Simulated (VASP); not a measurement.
# BaS (Fm-3m) in VASP: G0W0 quasiparticle levels with PBE

Aim: the G0W0 quasiparticle levels of BaS with PBE.

Program: VASP 6.6.1. These are calculated values, not measurements. Logs are shortened: lines on timing, memory, paths and dates and some standing lists are left out, and cuts for length are marked.

**1. The cell of the first run**

Symmetry: Fm-3m, No. 225, cubic system. The conventional cell has a = 6.424 Å, b = 6.424 Å, c = 6.424 Å, α = 90.00°, β = 90.00°, γ = 90.00°. Within 4.2 Å of Ba (site symmetry m-3m) lie 6 S at 3.21 Å. Within 4.2 Å of S (site symmetry m-3m) lie 6 Ba at 3.21 Å.

**2. G0W0 quasiparticle levels, PBE**

Input file POSCAR:

```
BaS
1.0
    0.0000000000      3.2117958731      3.2117958731
    3.2117958731      0.0000000000      3.2117958731
    3.2117958731      3.2117958731      0.0000000000
Ba S
1 1
Direct
    0.0000000000      0.0000000000      0.0000000000
    0.5000000000      0.5000000000      0.5000000000
```

Input file INCAR.step1:

```
SYSTEM = BaS
PREC     = Accurate       ! precision mode
ENCUT    = 500            ! plane-wave cutoff, eV
EDIFF    = 1E-8           ! SCF threshold, eV
ISMEAR   = 0              ! smearing method
SIGMA    = 0.01           ! smearing width, eV
LREAL    = .False.        ! projectors in reciprocal space
LASPH    = .True.         ! aspherical terms in the spheres
NELM     = 60             ! most SCF steps
ALGO     = Normal         ! electronic algorithm
LWAVE    = .True.         ! write WAVECAR
LCHARG   = .False.        ! write CHGCAR
GGA      = PE             ! functional
```

Input file INCAR.step2:

```
SYSTEM = BaS
PREC     = Accurate       ! precision mode
ENCUT    = 500            ! plane-wave cutoff, eV
EDIFF    = 1E-8           ! SCF threshold, eV
ISMEAR   = 0              ! smearing method
SIGMA    = 0.01           ! smearing width, eV
LREAL    = .False.        ! projectors in reciprocal space
LASPH    = .True.         ! aspherical terms in the spheres
NELM     = 1              ! most SCF steps
ALGO     = Exact          ! electronic algorithm
LWAVE    = .True.         ! write WAVECAR
LCHARG   = .False.        ! write CHGCAR
GGA      = PE             ! functional
NBANDS   = 115            ! bands
LOPTICS  = .True.         ! frequency-dependent dielectric function
ISTART   = 1
```

Input file INCAR.step3:

```
SYSTEM = BaS
PREC     = Accurate       ! precision mode
ENCUT    = 500            ! plane-wave cutoff, eV
EDIFF    = 1E-8           ! SCF threshold, eV
ISMEAR   = 0              ! smearing method
SIGMA    = 0.01           ! smearing width, eV
LREAL    = .False.        ! projectors in reciprocal space
LASPH    = .True.         ! aspherical terms in the spheres
ALGO     = EVGW0          ! electronic algorithm
LWAVE    = .False.        ! write WAVECAR
LCHARG   = .False.        ! write CHGCAR
GGA      = PE             ! functional
NELMGW   = 1            
NBANDS   = 115            ! bands
ENCUTGW  = 80.0           ! cutoff of the response function
NOMEGA   = 96             ! frequency points
PRECFOCK = Fast         
ISTART   = 1            
NBANDSGW = 16           
OMEGAMAX = 30
```

Input file KPOINTS:

```
Automatic mesh
0
Gamma
  4 4 4
  0 0 0
```

Potentials or basis: VASP PAW PBE potentials, release 64 (Ba_sv_GW, S_GW).

Command:

```console
cat potpaw_PBE.64/Ba_sv_GW/POTCAR potpaw_PBE.64/S_GW/POTCAR > POTCAR
cp INCAR.step1 INCAR
mpirun -np 1 vasp_std > vasp.out
cp INCAR.step2 INCAR
mpirun -np 1 vasp_std > vasp.out
cp INCAR.step3 INCAR
mpirun -np 1 vasp_std > vasp.out
```

OUTCAR:

```text
SYSTEM = BaS
   PREC = Accurate
   ENCUT = 500
   EDIFF = 1E-8
   ISMEAR = 0
   LREAL = .False.
   LASPH = .True.
   GGA = PE
   NELMGW = 1
   ENCUTGW = 80.0
   PRECFOCK = Fast
   ISTART = 1

 ion  position               nearest neighbor table
   1  0.000  0.000  0.000-
   2  0.500  0.500  0.500-

  LATTYP: Found a face centered cubic cell.
 ALAT       =     6.4235917462

  Lattice vectors:

 A1 = (   0.0000000000,   3.2117958731,   3.2117958731)
 A2 = (   3.2117958731,   0.0000000000,   3.2117958731)
 A3 = (   3.2117958731,   3.2117958731,   0.0000000000)

Analysis of symmetry for initial positions (statically):
=====================================================================
 Subroutine PRICEL returns:
 Original cell was already a primitive cell.

 Routine SETGRP: Setting up the symmetry group for a
 face centered cubic supercell.

 Subroutine GETGRP returns: Found 48 space group operations
 (whereof 48 operations were pure point group operations)
 out of a pool of 48 trial point group operations.

The static configuration has the point symmetry O_h .

Analysis of symmetry for dynamics (positions and initial velocities):
=====================================================================
 Subroutine PRICEL returns:
 Original cell was already a primitive cell.

 Routine SETGRP: Setting up the symmetry group for a
 face centered cubic supercell.

 Subroutine GETGRP returns: Found 48 space group operations
 (whereof 48 operations were pure point group operations)
 out of a pool of 48 trial point group operations.

The dynamic configuration has the point symmetry O_h .

 Subroutine INISYM returns: Found 48 space group operations
 (whereof 48 operations are pure point group operations),
 and found     1 'primitive' translations

----------------------------------------------------------------------------------------

                                     Primitive cell

  volume of cell :      66.2634

  direct lattice vectors                    reciprocal lattice vectors
     0.000000000  3.211795873  3.211795873    -0.155676145  0.155676145  0.155676145
     3.211795873  0.000000000  3.211795873     0.155676145 -0.155676145  0.155676145
     3.211795873  3.211795873  0.000000000     0.155676145  0.155676145 -0.155676145

  length of vectors
     4.542165283  4.542165283  4.542165283     0.269638993  0.269638993  0.269638993

  position of ions in fractional coordinates (direct lattice)
     0.000000000  0.000000000  0.000000000
     0.500000000  0.500000000  0.500000000

  ion indices of the primitive-cell ions
   primitive index   ion index
                 1           1
                 2           2

----------------------------------------------------------------------------------------

 KPOINTS: Automatic mesh

Automatic generation of k-mesh.
 Grid dimensions read from file:
 generate k-points for:    4    4    4

 Generating k-lattice:

  Cartesian coordinates                     Fractional coordinates (reciprocal lattice)
    -0.038919036  0.038919036  0.038919036     0.250000000  0.000000000  0.000000000
     0.038919036 -0.038919036  0.038919036     0.000000000  0.250000000  0.000000000
     0.038919036  0.038919036 -0.038919036     0.000000000  0.000000000  0.250000000

  Length of vectors
     0.067409748  0.067409748  0.067409748

  Shift w.r.t. Gamma in fractional coordinates (k-lattice)
     0.000000000  0.000000000  0.000000000

 Subroutine IBZKPT returns following result:
 ===========================================

 Found      8 irreducible k-points:

 Following reciprocal coordinates:
            Coordinates               Weight
  0.000000  0.000000  0.000000      1.000000
  0.250000  0.000000  0.000000      8.000000
  0.500000  0.000000  0.000000      4.000000
  0.250000  0.250000  0.000000      6.000000
  0.500000  0.250000  0.000000     24.000000
 -0.250000  0.250000  0.000000     12.000000
  0.500000  0.500000  0.000000      3.000000
 -0.250000  0.500000  0.250000      6.000000
   k-points           NKPTS =      8   k-points in BZ     NKDIM =     64   number of bands    NBANDS=    115
   number of dos      NEDOS =    301   number of ions     NIONS =      2
   total plane-waves  NPLWV =  46656
   dimension x,y,z NGX =    36 NGY =   36 NGZ =   36
   dimension x,y,z NGXF=    72 NGYF=   72 NGZF=   72
   ions per type =               1   1
   NGX,Y,Z   is equivalent  to a cutoff of  13.18, 13.18, 13.18 a.u.
   NGXF,Y,Z  is equivalent  to a cutoff of  26.35, 26.35, 26.35 a.u.
 SYSTEM =  BaS
   PREC   = accura    normal or accurate (medium, high low for compatibility)
   ISTART =      1    job   : 0-new  1-cont  2-samecut
   ICHARG =      0    charge: 1-file 2-atom 10-const
   ISPIN  =      1    spin polarized calculation?
   LNONCOLLINEAR =      F non collinear calculations
   LSORBIT =      F    spin-orbit coupling
   LASPH  =      T    aspherical Exc in radial PAW
   ENCUT  =  500.0 eV  36.75 Ry    6.06 a.u.   8.28  8.28  8.28*2*pi/ulx,y,z
   NELM   =     60;   NELMIN=  2; NELMDL=  0     # of ELM steps
   EDIFF  = 0.1E-07   stopping-criterion for ELM
   LREAL  =      F    real-space projection
   EDIFFG = 0.1E-06   stopping-criterion for IOM
   NSW    =      0    number of steps for IOM
   IBRION =     -1    ionic relax: 0-MD 1-quasi-New 2-CG
   NFREE  =      0    steps in history (QN), initial steepest desc. (CG)
   ISIF   =      0    stress and relaxation
   ISYM   =      3    0-nonsym 1-usesym 2-fastsym
   POTIM  = 0.5000    time-step for ionic-motion
   TEBEG  =    0.0;   TEEND  =   0.0 temperature during run
   PSTRESS=    0.0 pullay stress
   NELECT =      16.0000    total number of electrons
   NUPDOWN=      -1.0000    fix difference up-down
   EMIN   =  10.00;   EMAX   =-10.00  energy-range for DOS
   EFERMI =   0.00;   METHOD = LEGACY
   ISMEAR =     0;   SIGMA  =   0.01  broadening in eV -4-tet -1-fermi 0-gaus
   EFERMI_NEDOS =   21; number of points for ismear=-14 and -15
   IALGO  =     38    algorithm
   IMIX   =      4    mixing-type and parameters
     AMIX     =   0.40;   BMIX     =  1.00
     AMIX_MAG =   1.60;   BMIX_MAG =  1.00
  volume/ion in A,a.u.               =      33.13       223.58
  Fermi-wavevector in a.u.,A,eV,Ry     =   1.019429  1.926441 14.139651  1.039235
  Thomas-Fermi vector in A             =   2.152942
   LORBIT       =      0    0 simple, 1 ext, 2 COOP (PROOUT), +10 PAW based schemes
   GGA     = PE    functional components
   LHFCALC =     T    Hartree Fock is set to
   PRECFOCK=fast      Normal, Fast or Accurate (Low or Medium for compatibility)
   ENCUT4O =  -1.0   cutoff for four orbital integrals eV
   NKREDX  =     1    reduce k-point grid by
   NKREDY  =     1    reduce k-point grid by
   NKREDZ  =     1    reduce k-point grid by
   AEXX    =    1.0000 exact exchange contribution
   HFSCREEN=    0.0000 screening length (either q_TF or 0.3 A-1)
   HFSCREENC=   0.0000 screening length for correlation (either q_TF or 0.3 A-1)
   ENCUTFOCK=  -1.0 apply spherical cutoff to Coloumb kernel
   IVDW    =     0    specifies the selected vdW correction
   LEPSILON=     F    determine dielectric tensor
   LRPA    =     F    only Hartree local field effects (RPA)
   LRPAFORCE           =     F    calculate RPA forces
   ENCUTGW             =  80.0    cutoff for response function in eV
   ENCUTGWSOFT         =  64.0    soft cutoff for Coulomb kernel in GW response function in eV
   ENCUTLF             =  -1.0    cutoff for local field effects
   NELMGW              =     1    number of iterations in solving QP/BSE equation
   NELMHF              =     1    number of iterations in the inner HF iteration
   NKREDLFX            =     1    NKREDLFY  =   1   NKREDLFZ  =   1
 non-spin polarized calculation
 Gauss-broadening in eV      SIGMA  =   0.01
  energy-cutoff  :      500.00
  volume of cell :       66.26
 maximum number of plane-waves:      1700
 NGX is ok and might be reduce to    36
  NGX = 18; NGY = 18; NGZ = 18
   NGX = 17   NGY = 17   NGZ = 17
 maximum number of plane-waves:       113
 NGX is ok and might be reduce to    14

 QP shifts <psi_nk| G(iteration)W_0 |psi_nk>: iteration 1
 for sc-GW calculations column KS-energies equals QP-energies in previous step
 and V_xc(KS)=  KS-energies - (<T + V_ion + V_H > + <T+V_H+V_ion>^1  + <V_x>^1)

 k-point   1 :       0.0000    0.0000    0.0000
  band No.  KS-energies  QP-energies   sigma(KS)   V_xc(KS)     V^pw_x(r,r')   Z            occupation Imag(sigma)

      1     -23.0963     -23.5595     -15.9172     -15.1533     -24.3933       0.6064       2.0000       1.0592
      2      -8.1582      -9.4299     -15.5907     -13.9336     -19.0189       0.7674       2.0000       0.2194
      3      -8.1582      -9.4299     -15.5907     -13.9336     -19.0189       0.7674       2.0000       0.2194
      4      -8.1582      -9.4299     -15.5907     -13.9336     -19.0189       0.7674       2.0000       0.2194
      5      -7.3574      -7.9107     -14.1438     -13.3349     -21.0095       0.6841       2.0000       1.0962
      6       2.9107       2.2165     -13.5265     -12.5997     -15.6317       0.7491       2.0000       0.0895
[... 8 lines left out ...]
     15      10.3562      11.9034      -6.7130      -8.7147      -1.7908       0.7729       0.0000      -0.2225
     16      12.8222      17.5421      -8.3961     -14.8084      -2.1958       0.7361       0.0000      -0.1748

 k-point   2 :       0.2500    0.0000    0.0000
  band No.  KS-energies  QP-energies   sigma(KS)   V_xc(KS)     V^pw_x(r,r')   Z            occupation Imag(sigma)

      1     -23.0758     -23.5311     -15.9247     -15.1758     -24.4022       0.6080       2.0000       1.0525
      2      -8.8476      -9.8624     -14.7624     -13.2998     -19.4847       0.6939       2.0000       0.4723
      3      -8.1766      -9.4482     -15.5688     -13.9097     -18.9872       0.7664       2.0000       0.2138
      4      -8.1766      -9.4482     -15.5688     -13.9097     -18.9872       0.7664       2.0000       0.2138
      5      -6.6244      -7.2883     -14.9394     -14.0173     -20.5456       0.7200       2.0000       0.7786
      6       1.8326       1.0040     -12.3498     -11.2330     -14.5103       0.7419       2.0000       0.1093
[... 8 lines left out ...]
     15      11.6351      14.4230      -7.7866     -11.4631      -2.3674       0.7583       0.0000      -0.2190
     16      12.3676      16.1879      -8.4548     -13.6035      -2.6324       0.7420       0.0000      -0.1884

 k-point   3 :       0.5000    0.0000    0.0000
  band No.  KS-energies  QP-energies   sigma(KS)   V_xc(KS)     V^pw_x(r,r')   Z            occupation Imag(sigma)

      1     -23.0552     -23.5034     -15.9319     -15.1985     -24.4112       0.6111       2.0000       1.0457
      2      -9.2397     -10.1882     -14.4934     -13.0699     -19.5017       0.6663       2.0000       0.4987
      3      -8.1947      -9.4663     -15.5487     -13.8865     -18.9563       0.7650       2.0000       0.2080
      4      -8.1947      -9.4663     -15.5487     -13.8865     -18.9563       0.7650       2.0000       0.2080
      5      -6.1836      -6.8139     -15.1847     -14.3104     -20.5364       0.7209       2.0000       0.6982
      6       1.0873       0.1725     -11.8754     -10.6217     -14.2727       0.7297       2.0000       0.1403
[... 74 lines left out ...]
      1     -23.0430     -23.4967     -15.9470     -15.2118     -24.4174       0.6171       2.0000       1.0559
      2      -8.6150      -9.9466     -15.1559     -13.4000     -18.7580       0.7583       2.0000       0.2981
      3      -8.3388      -9.6264     -15.4285     -13.7339     -18.9229       0.7598       2.0000       0.2482
      4      -8.3388      -9.6264     -15.4285     -13.7339     -18.9229       0.7598       2.0000       0.2482
      5      -7.2668      -7.7968     -14.2377     -13.4738     -21.1077       0.6937       2.0000       1.0887
      6       2.4410       1.6401     -13.1988     -12.1273     -15.4432       0.7475       2.0000       0.0965
[... 8 lines left out ...]
     15      10.7691      12.1714      -7.9195      -9.7621      -3.1108       0.7610       0.0000      -0.2388
     16      11.9618      15.6789      -8.0842     -13.0576      -2.2504       0.7474       0.0000      -0.1868

 k-point   8 :      -0.2500    0.5000    0.2500
  band No.  KS-energies  QP-energies   sigma(KS)   V_xc(KS)     V^pw_x(r,r')   Z            occupation Imag(sigma)

      1     -23.0426     -23.4947     -15.9445     -15.2124     -24.4174       0.6176       2.0000       1.0523
      2      -8.6603      -9.7141     -14.9460     -13.4544     -19.4334       0.7065       2.0000       0.4291
      3      -8.4795      -9.7890     -15.2842     -13.5590     -18.8310       0.7590       2.0000       0.2736
      4      -8.4795      -9.7890     -15.2842     -13.5590     -18.8310       0.7590       2.0000       0.2736
      5      -6.7602      -7.3954     -14.8410     -13.9532     -20.6570       0.7155       2.0000       0.8249
      6       1.8762       1.0621     -12.7989     -11.6949     -15.1082       0.7374       2.0000       0.1142
[... 8 lines left out ...]
     15      11.8495      14.9908      -8.0691     -12.2468      -2.4655       0.7519       0.0000      -0.2128
     16      12.1504      14.0880      -9.6487     -12.2532      -4.6338       0.7440       0.0000      -0.2248
```

Wall time 2.4 min (1 thread of Intel Xeon 6975P-C (Granite Rapids), shared host); peak memory 0.84 GiB.

Results:

| Item | Value |
| --- | --- |
| Quasiparticle gap | 3.32 eV |
| Least direct quasiparticle gap | 3.46 eV |
| Band gap of the starting levels on the mesh | 2.23 eV |
| Least direct gap of the starting levels on the mesh | 2.34 eV |

Caveat: the k points lie up to 0.42 Å⁻¹ apart; bands, screening cutoff and mesh are small and nothing is extrapolated, so the quasiparticle values aren't converged; spin-orbit coupling is left out, which moves the levels of the heavy elements.
